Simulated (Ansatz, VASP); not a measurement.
Si in VASP and in Ansatz

INCAR

```
SYSTEM = Si
PREC = Accurate
ENCUT = 520
EDIFF = 1E-6
ISMEAR = 0
SIGMA = 0.1
LREAL = .FALSE.
LASPH = .TRUE.
NELM = 80
ALGO = Normal
ISIF = 2
LWAVE = .FALSE.
LCHARG = .FALSE.
LDIPOL = .TRUE.
IDIPOL = 3
DIPOL = 0.5 0.5 0.500
GGA = CA
NBANDS = 11
```

File KPOINTS:

```
Automatic mesh
0
G
  15 15 1
  0 0 0
```

Contents of POSCAR:

```
Si
1.0
    4.0150000000      0.0000000000      0.0000000000
   -2.0075000000      3.4770919962      0.0000000000
    0.0000000000      0.0000000000     28.0000000000
Si
2
Direct
    0.3333333333      0.6666666667      0.5025535714
    0.6666666667      0.3333333333      0.4974464286
```

Input for Ansatz:

```yaml
crystal:
  lattice:
    - [4.015, 0.0, 0.0]
    - [-2.0075, 3.4770919962, 0.0]
    - [0.0, 0.0, 28.0]
  atoms:
    - { symbol: Si, position: [0.3333333333, 0.6666666667, 0.5025535714] }
    - { symbol: Si, position: [0.6666666667, 0.3333333333, 0.4974464286] }
  periodic: [true, true, false]
basis:
  ecutwfc: 420
kpoints:
  mp_grid: { grid: [15, 15, 1] }
hamiltonian:
  xc: lda
  pseudopotentials: { kind: paw, azcp: { folder: soft_1 } }
scf:
  occupations: { method: gaussian, width: 0.1 }
output:
  forces: true
  stress: true
  eigenvalues: true
```

Alike in both runs: task single point; functional LDA; k mesh 15 × 15 × 1; occupations gaussian, width 0.1 eV; no spin polarisation.

|  | VASP | Ansatz |
| --- | --- | --- |
| version | VASP 6.6.1 | Ansatz 0.2.0 |
| potentials or method | VASP PAW LDA potentials, release 64 (Si), cutoff 520 eV | scalar-relativistic, plane waves, PAW |
| valence electrons in the cell | 8 | 8 |

```csv
,VASP,Ansatz,Ansatz less VASP
gap on the k mesh at the Fermi level (eV),none,none,-
rms of the force components (eV/Å),0.017,0.017,-0.0005
```

Ansatz warns that its potentials were made for another functional, while VASP's fit it. LDA's correlation is that of Perdew and Zunger in VASP and of Perdew and Wang (1992) in Ansatz. Atom by atom the forces differ by 0.000 eV/Å (rms over components). A gap of «none» marks a metal or a gap that the smearing closes.
